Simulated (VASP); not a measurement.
Wanted: the native input for a VASP 6.6.1 run.

```yaml
Task: relaxation of cell and atoms
Functional: PBE
Potentials_or_basis: VASP PAW PBE potentials, release 64 (B, Pd)
Cutoff: 600 eV
k_mesh: 4 × 4 × 4
Occupations: gaussian, width 0.1 eV
Spin: no spin polarisation
Dipole_correction: no
Further_INCAR_settings: ALGO = Normal; EDIFF = 1e-06; IBRION = 2; EDIFFG = -0.04; NSW = 90; ISIF = 3
```

The structure of BPd4 lies in POSCAR:

```
BPd4
1.0
   -2.6887338000      2.6887338000      2.6887338000
    2.6887338000     -2.6887338000      2.6887338000
    2.6887338000      2.6887338000     -2.6887338000
B Pd
1 4
Direct
    0.0000000000      0.0000000000      0.0000000000
    0.5000000000      0.5000000000      0.5000000000
    0.0000000000      0.0000000000      0.5000000000
    0.0000000000      0.5000000000      0.0000000000
    0.5000000000      0.0000000000      0.0000000000
```

The cell was built from a structure type or drawn by symmetry, and may not be a known phase.

The input as run:

INCAR

```
SYSTEM = BPd4
  PREC = Accurate
  ENCUT = 600
  EDIFF = 1E-6
  ISMEAR = 0
  SIGMA = 0.1
  LREAL = .False.
  LASPH = .True.
  NELM = 100
  ALGO = Normal
  ISIF = 3
  LWAVE = .False.
  LCHARG = .False.
  GGA = PE
  IBRION = 2
  NSW = 90
  EDIFFG = -0.04
```

KPOINTS

```
regular mesh
0
Gamma
  4 4 4
  0 0 0
```

Potentials or basis: VASP PAW PBE potentials, release 64 (B, Pd).

Command:

```console
$ cat potpaw_PBE.64/B/POTCAR potpaw_PBE.64/Pd/POTCAR > POTCAR
$ mpirun -np 1 vasp_std > vasp.out
```

It gave:

```json
{
 "Relaxed volume": "14.96 Å³/atom",
 "Relaxed cell": "a = 4.597 Å, b = 4.597 Å, c = 4.597 Å, α = 109.47°, β = 109.47°, γ = 109.47°",
 "Space group after relaxing (to 0.1 Å)": "Im-3m (No. 229)",
 "Energy gained by relaxing": "11.0 meV/atom",
 "Ionic steps": "3",
 "Pressure after relaxing": "0.0 GPa",
 "Band gap on the k mesh": "zero (an odd number of electrons rules out a gap without spin polarisation)"
}
```

Caveat: the k points lie up to 0.42 Å⁻¹ apart in the final cell, too coarse for converged energies and pressures of a metal.

Wall time 90 s on 1 thread of Intel Xeon 8259CL, with other jobs on the host, peak memory 0.24 GiB.
